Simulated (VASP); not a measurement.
A run of VASP 6.6.1:

Contents of INCAR:

```
  PREC = Accurate
  ENCUT = 520
  EDIFF = 1E-6
  ISMEAR = 0
  SIGMA = 0.1
  LREAL = False
  LASPH = True
  NELM = 60
  ALGO = Normal
  ISIF = 2
  LWAVE = False
  LCHARG = True
  GGA = PE
  LELF = True
  LVHAR = True
  NBANDS = 26
```

The input KPOINTS:

```
regular mesh
0
Gamma
  12 12 12
```

Contents of POSCAR:

```
Pt3Se
1.0
    4.0371465958      0.0000000000      0.0000000000
    0.0000000000      4.0371465958      0.0000000000
    0.0000000000      0.0000000000      4.0371465958
Pt Se
3 1
Direct
    0.0000000000      0.5000000000      0.5000000000
    0.5000000000      0.0000000000      0.5000000000
    0.5000000000      0.5000000000      0.0000000000
    0.0000000000      0.0000000000      0.0000000000
```

Potentials or basis: VASP PAW PBE potentials, release 64 (Pt, Se).

Command:

```bash
$ cat potpaw_PBE.64/Pt/POTCAR potpaw_PBE.64/Se/POTCAR > POTCAR
$ mpirun -np 1 vasp_std > vasp.out
```

Hardware: 1 thread of Intel(R) Xeon(R) 6975P-C (Granite Rapids) (shared host).

Question: How long does it take, and how much memory?

Answer: Wall time 98 s on 1 thread of Intel(R) Xeon(R) 6975P-C (Granite Rapids) (shared host), peak memory 0.25 GiB. Counts: scf iterations 12, k points 84.
